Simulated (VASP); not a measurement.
# Sn7O8 (P1) in VASP: single point with PBEsol

Aim: the single point of Sn7O8 with PBEsol.

Everything below comes from runs of VASP 6.6.1. Logs are shortened: lines on timing, memory, paths and dates and some standing lists are left out, and cuts for length are marked.

### Step 1. The cell of the first run

The typed cell holds 15 atoms: a = 5.371 Å, b = 5.370 Å, c = 9.191 Å, α = 89.87°, β = 90.09°, γ = 89.84°.

### Step 2. Single point, PBEsol

The input, INCAR:

```
PREC = Accurate
ENCUT = 520
EDIFF = 1E-6
ISMEAR = 0
SIGMA = 0.1
LREAL = Auto
LASPH = True
NELM = 80
ALGO = Normal
ISIF = 2
LWAVE = False
LCHARG = False
GGA = PS
ISYM = 0
NBANDS = 86
```

The input, KPOINTS:

```
Automatic mesh
0
Gamma
  3 3 2
  0 0 0.5
```

The input, POSCAR:

```
Sn7O8
1.0
   -0.0075035987      5.3706306395     -0.0042891595
   -5.3699169829      0.0075035987      0.0058917149
   -0.0104047294     -0.0075746272      9.1911201581
Sn O
7 8
Direct
    0.2470491381      0.0002579022      0.8575011389
    0.7474052254      0.0005456216      0.1215670670
    0.2479677185      0.5001785623      0.1214902141
    0.2481692467      0.9988267195      0.3746237079
    0.7488344497      0.4993022158      0.3750931899
    0.7463222561      1.0018420754      0.6491263514
    0.2467263111      0.5011713205      0.6488561945
    0.4989769429      0.2512089141      0.2497369144
    0.9969992635      0.7485825891      0.2489539751
    0.4886617238      0.7592537554      0.7474181707
    1.0052085797      0.2426917088      0.7476185412
    0.4889207848      0.2430695667      0.7490503423
    1.0048111633      0.7591322155      0.7482314721
    0.4994725389      0.7488715956      0.2486041026
    0.9967849617      0.2507865575      0.2486564440
```

Potentials or basis: VASP PAW PBE potentials, release 64 (Sn_d, O).

Started as:

```bash
$ cat potpaw_PBE.64/Sn_d/POTCAR potpaw_PBE.64/O/POTCAR > POTCAR
$ mpirun -np 1 vasp_std > vasp.out
```

OUTCAR:

```text
PREC = Accurate
   ENCUT = 520
   EDIFF = 1E-6
   ISMEAR = 0
   LREAL = Auto
   LASPH = True
   NELM = 80
   ISIF = 2
   GGA = PS
   ISYM = 0

 ion  position               nearest neighbor table
   1  0.247  0.000  0.858-  11 2.09  10 2.09  13 2.09  12 2.09   6 3.30   6 3.30   7 3.30   7 3.30
                             3 3.62   2 3.62   2 3.62   3 3.62
   2  0.747  0.001  0.122-  14 2.23  15 2.23   9 2.23   8 2.23   4 3.55   4 3.55   5 3.55   5 3.56
                             1 3.62   1 3.62
   3  0.248  0.500  0.121-   9 2.23   8 2.23  14 2.23  15 2.23   4 3.55   4 3.55   5 3.56   5 3.56
                             1 3.62   1 3.62
   4  0.248  0.999  0.375-  14 2.23   9 2.23  15 2.23   8 2.23   3 3.55   2 3.55   2 3.55   3 3.55
                             7 3.67   6 3.67   6 3.69   7 3.70
   5  0.749  0.499  0.375-  15 2.22   8 2.22  14 2.22   9 2.22   2 3.55   3 3.56   2 3.56   3 3.56
                             6 3.67   7 3.67   7 3.69   6 3.70
   6  0.746  0.002  0.649-  12 2.11  13 2.11  11 2.11  10 2.11   1 3.30   1 3.30   5 3.67   4 3.67
                             4 3.69   5 3.70
   7  0.247  0.501  0.649-  13 2.11  12 2.11  11 2.11  10 2.11   1 3.30   1 3.30   5 3.67   4 3.67
                             5 3.69   4 3.70
   8  0.499  0.251  0.250-   5 2.22   3 2.23   4 2.23   2 2.23
   9  0.997  0.749  0.249-   5 2.22   3 2.23   4 2.23   2 2.23
  10  0.489  0.759  0.747-   1 2.09   6 2.11   7 2.11
  11  0.005  0.243  0.748-   1 2.09   6 2.11   7 2.11
  12  0.489  0.243  0.749-   1 2.09   6 2.11   7 2.11
  13  0.005  0.759  0.748-   1 2.09   6 2.11   7 2.11
  14  0.499  0.749  0.249-   5 2.22   4 2.23   2 2.23   3 2.23
  15  0.997  0.251  0.249-   5 2.22   4 2.23   2 2.23   3 2.23

IMPORTANT INFORMATION: All symmetrisations will be switched off!
NOSYMM: (Re-)initialisation of all symmetry stuff for point group C_1.

----------------------------------------------------------------------------------------

                                     Primitive cell

  volume of cell :     265.0694

  direct lattice vectors                    reciprocal lattice vectors
    -0.007503599  5.370630639 -0.004289159     0.000260351  0.186198359  0.000153745
    -5.369916983  0.007503599  0.005891715    -0.186223214 -0.000260351 -0.000211027
    -0.010404729 -0.007574627  9.191120158     0.000119495  0.000087059  0.108800874

  length of vectors
     5.370637594  5.369925458  9.191129169     0.186198605  0.186223515  0.108800974

  position of ions in fractional coordinates (direct lattice)
     0.247049138  0.000257902  0.857501139
     0.747405225  0.000545622  0.121567067
     0.247967718  0.500178562  0.121490214
     0.248169247  0.998826720  0.374623708
     0.748834450  0.499302216  0.375093190
     0.746322256  0.001842075  0.649126351
     0.246726311  0.501171320  0.648856194
     0.498976943  0.251208914  0.249736914
     0.996999264  0.748582589  0.248953975
     0.488661724  0.759253755  0.747418171
     0.005208580  0.242691709  0.747618541
     0.488920785  0.243069567  0.749050342
     0.004811163  0.759132216  0.748231472
     0.499472539  0.748871596  0.248604103
     0.996784962  0.250786557  0.248656444

  ion indices of the primitive-cell ions
   primitive index   ion index
                 1           1
                 2           2
                 3           3
                 4           4
                 5           5
                 6           6
                 7           7
                 8           8
                 9           9
                10          10
                11          11
                12          12
                13          13
                14          14
                15          15

----------------------------------------------------------------------------------------

 KPOINTS: Automatic mesh

Automatic generation of k-mesh.
 Grid dimensions read from file:
 generate k-points for:    3    3    2

 Generating k-lattice:

  Cartesian coordinates                     Fractional coordinates (reciprocal lattice)
     0.000086784  0.062066120  0.000051248     0.333333333 -0.000000000  0.000000000
    -0.062074405 -0.000086784 -0.000070342    -0.000000000  0.333333333 -0.000000000
     0.000059747  0.000043529  0.054400437     0.000000000 -0.000000000  0.500000000

  Length of vectors
     0.062066202  0.062074505  0.054400487

  Shift w.r.t. Gamma in fractional coordinates (k-lattice)
     0.000000000  0.000000000  0.500000000

 Subroutine IBZKPT returns following result:
 ===========================================

 Found      9 irreducible k-points:

 Following reciprocal coordinates:
            Coordinates               Weight
 -0.000000  0.000000  0.250000      2.000000
  0.333333  0.000000  0.250000      2.000000
 -0.333333  0.000000  0.250000      2.000000
  0.000000  0.333333  0.250000      2.000000
  0.333333  0.333333  0.250000      2.000000
 -0.333333  0.333333  0.250000      2.000000
 -0.000000 -0.333333  0.250000      2.000000
  0.333333 -0.333333  0.250000      2.000000
 -0.333333 -0.333333  0.250000      2.000000
   k-points           NKPTS =      9   k-points in BZ     NKDIM =      9   number of bands    NBANDS=     86
   number of dos      NEDOS =    301   number of ions     NIONS =     15
   total plane-waves  NPLWV = 112000
   dimension x,y,z NGX =    40 NGY =   40 NGZ =   70
   dimension x,y,z NGXF=    80 NGYF=   80 NGZF=  140
   ions per type =               7   8
   NGX,Y,Z   is equivalent  to a cutoff of  12.38, 12.38, 12.66 a.u.
   NGXF,Y,Z  is equivalent  to a cutoff of  24.76, 24.77, 25.32 a.u.
 SYSTEM =  unknown system
   PREC   = accura    normal or accurate (medium, high low for compatibility)
   ISTART =      0    job   : 0-new  1-cont  2-samecut
   ICHARG =      2    charge: 1-file 2-atom 10-const
   ISPIN  =      1    spin polarized calculation?
   LNONCOLLINEAR =      F non collinear calculations
   LSORBIT =      F    spin-orbit coupling
   LASPH  =      T    aspherical Exc in radial PAW
   ENCUT  =  520.0 eV  38.22 Ry    6.18 a.u.   9.99  9.98 17.09*2*pi/ulx,y,z
   NELM   =     80;   NELMIN=  2; NELMDL= -5     # of ELM steps
   EDIFF  = 0.1E-05   stopping-criterion for ELM
   LREAL  =      T    real-space projection
   EDIFFG = 0.1E-04   stopping-criterion for IOM
   NSW    =      0    number of steps for IOM
   IBRION =     -1    ionic relax: 0-MD 1-quasi-New 2-CG
   NFREE  =      0    steps in history (QN), initial steepest desc. (CG)
   ISIF   =      2    stress and relaxation
   ISYM   =      0    0-nonsym 1-usesym 2-fastsym
   POTIM  = 0.5000    time-step for ionic-motion
   TEBEG  =    0.0;   TEEND  =   0.0 temperature during run
   PSTRESS=    0.0 pullay stress
   NELECT =     146.0000    total number of electrons
   NUPDOWN=      -1.0000    fix difference up-down
   EMIN   =  10.00;   EMAX   =-10.00  energy-range for DOS
   EFERMI =   0.00;   METHOD = LEGACY
   ISMEAR =     0;   SIGMA  =   0.10  broadening in eV -4-tet -1-fermi 0-gaus
   EFERMI_NEDOS =   21; number of points for ismear=-14 and -15
   IALGO  =     38    algorithm
   IMIX   =      4    mixing-type and parameters
     AMIX     =   0.40;   BMIX     =  1.00
     AMIX_MAG =   1.60;   BMIX_MAG =  1.00
  volume/ion in A,a.u.               =      17.67       119.25
  Fermi-wavevector in a.u.,A,eV,Ry     =   1.341959  2.535935 24.502105  1.800854
  Thomas-Fermi vector in A             =   2.470151
   LORBIT       =      0    0 simple, 1 ext, 2 COOP (PROOUT), +10 PAW based schemes
   GGA     = PS    functional components
   LHFCALC =     F    Hartree Fock is set to
   AEXX    =    0.0000 exact exchange contribution
   IVDW    =     0    specifies the selected vdW correction
   LEPSILON=     F    determine dielectric tensor
   LRPA    =     F    only Hartree local field effects (RPA)
 non-spin polarized calculation
 Gauss-broadening in eV      SIGMA  =   0.10
  energy-cutoff  :      520.00
  volume of cell :      265.07
 maximum number of plane-waves:      7151
   NGX = 19   NGY = 19   NGZ = 35

 number of electron     146.0000035 magnetization

 Free energy of the ion-electron system (eV)
  ---------------------------------------------------
  ext. energy  EPLUGINS =         0.00000000
  ---------------------------------------------------
  free energy    TOTEN  =       -89.72756645 eV

  energy without entropy =      -89.67813486  energy(sigma->0) =      -89.70285065

 E-fermi :   5.4877     XC(G=0): -10.1576

 val. band max:        5.4776026507   @ k =   0.3333   0.0000   0.2500
 cond. band min:       5.4953718727   @ k =   0.3333   0.3333   0.2500
 fundamental gap:      0.0177692220
 Fermi energy:         5.4877127102

 k-point     1 :      -0.0000    0.0000    0.2500
  band No.  band energies     occupation
      1     -15.9287      2.00000
      2     -15.8874      2.00000
      3     -15.8859      2.00000
      4     -15.6682      2.00000
      5     -15.5361      2.00000
      6     -15.5251      2.00000
[... 77 lines left out ...]
     84      10.9851      0.00000
     85      11.1972      0.00000

 k-point     2 :       0.3333    0.0000    0.2500
  band No.  band energies     occupation
      1     -15.9103      2.00000
      2     -15.8884      2.00000
      3     -15.8148      2.00000
      4     -15.6235      2.00000
      5     -15.6200      2.00000
      6     -15.5356      2.00000
[... 605 lines left out ...]
     84      10.9881      0.00000
     85      10.9946      0.00000

 k-point     9 :      -0.3333   -0.3333    0.2500
  band No.  band energies     occupation
      1     -15.8873      2.00000
      2     -15.8485      2.00000
      3     -15.8326      2.00000
      4     -15.7084      2.00000
      5     -15.5824      2.00000
      6     -15.5355      2.00000
[... 77 lines left out ...]
     84      10.9833      0.00000
     85      10.9999      0.00000
 [bands above 85 left out]

------------------------ aborting loop because EDIFF is reached ----------------------------------------

  FORCE on cell =-STRESS in cart. coord.  units (eV):
  Direction    XX          YY          ZZ          XY          YZ          ZX
  --------------------------------------------------------------------------------------
  -------------------------------------------------------------------------------------
  Total        0.4815579      0.4018281      0.0741203     -0.0491249     -0.0348725     -0.0012663
  in kB        2.9107137      2.4287975      0.4480105     -0.2969293     -0.2107822     -0.0076542
  external PRESSURE =       1.9291739 kB  Pullay stress =       0.0000000 kB

 VOLUME and BASIS-vectors are now :
 -----------------------------------------------------------------------------
  energy-cutoff  :      520.00
  volume of cell :      265.07
      direct lattice vectors                 reciprocal lattice vectors
    -0.007503599  5.370630639 -0.004289159     0.000260351  0.186198359  0.000153745
    -5.369916983  0.007503599  0.005891715    -0.186223214 -0.000260351 -0.000211027
    -0.010404729 -0.007574627  9.191120158     0.000119495  0.000087059  0.108800874

 POSITION                                       TOTAL-FORCE (eV/Angst)
 -----------------------------------------------------------------------------------
     -0.01216      1.32032      7.88034        -0.002037      0.005649      0.130842
     -0.00980      4.01312      1.11413        -0.003399     -0.003532     -0.101207
     -2.68904      1.33458      1.11851        -0.001021     -0.006937     -0.093997
     -5.36938      1.33748      3.44803        -0.009084      0.005128      0.080320
     -2.69073      4.02262      3.44726         0.006204     -0.007454      0.091520
     -0.02225      4.00332      5.96301         0.005682      0.006840     -0.072296
     -2.69985      1.32392      5.96561        -0.013639     -0.012181     -0.057573
     -1.35531      2.67981      2.29470         0.008482     -0.003852     -0.010801
     -4.02990      5.35825      2.28830        -0.001937      0.007676     -0.000486
     -4.08857      2.62446      6.87199         0.013766      0.006573      0.004565
     -1.31105      0.02413      6.87286        -0.013869     -0.002226      0.004155
     -1.31673      2.62196      6.88395        -0.014904      0.003642      0.000681
     -4.08430      0.02587      6.88154         0.016871     -0.001620      0.009107
     -4.02771      2.68622      2.28722         0.005943     -0.007539      0.011168
     -1.35677      5.35336      2.28263         0.002942      0.009834      0.004003
 -----------------------------------------------------------------------------------
    total drift:                               -0.020324     -0.035683      0.032937

  FREE ENERGIE OF THE ION-ELECTRON SYSTEM (eV)
  ---------------------------------------------------
  free  energy   TOTEN  =       -89.7275664485 eV

  energy  without entropy=      -89.6781348613  energy(sigma->0) =      -89.70285065
```

Run time: 8.2 min. Hardware: 1 thread of Intel Xeon 8259CL, shared host; peak memory 0.37 GiB.

Results:

| Property | Result |
| --- | --- |
| Free energy | -89.7276 eV |
| Pressure | 0.2 GPa |
| Largest force | 0.131 eV/Å |
| Band gap on the k mesh | 0.02 eV (least direct gap 0.45 eV) |

Forces in eV/Å, atoms in the order of the input:
```
Sn  -0.002  0.006  0.131
Sn  -0.003 -0.004 -0.101
Sn  -0.001 -0.007 -0.094
Sn  -0.009  0.005  0.080
Sn   0.006 -0.007  0.092
Sn   0.006  0.007 -0.072
Sn  -0.014 -0.012 -0.058
O    0.008 -0.004 -0.011
O   -0.002  0.008  0.000
O    0.014  0.007  0.005
O   -0.014 -0.002  0.004
O   -0.015  0.004  0.001
O    0.017 -0.002  0.009
O    0.006 -0.008  0.011
O    0.003  0.010  0.004
```

Stress tensor (GPa, compression positive):
```
 0.29 -0.03  0.00
-0.03  0.24 -0.02
 0.00 -0.02  0.04
```

Caveat: the PAW data sets were made with another functional, which shifts forces and pressure a little; spin-orbit coupling is left out, which moves the levels of the heavy elements; a shifted mesh leaves out Γ, where band edges can lie.
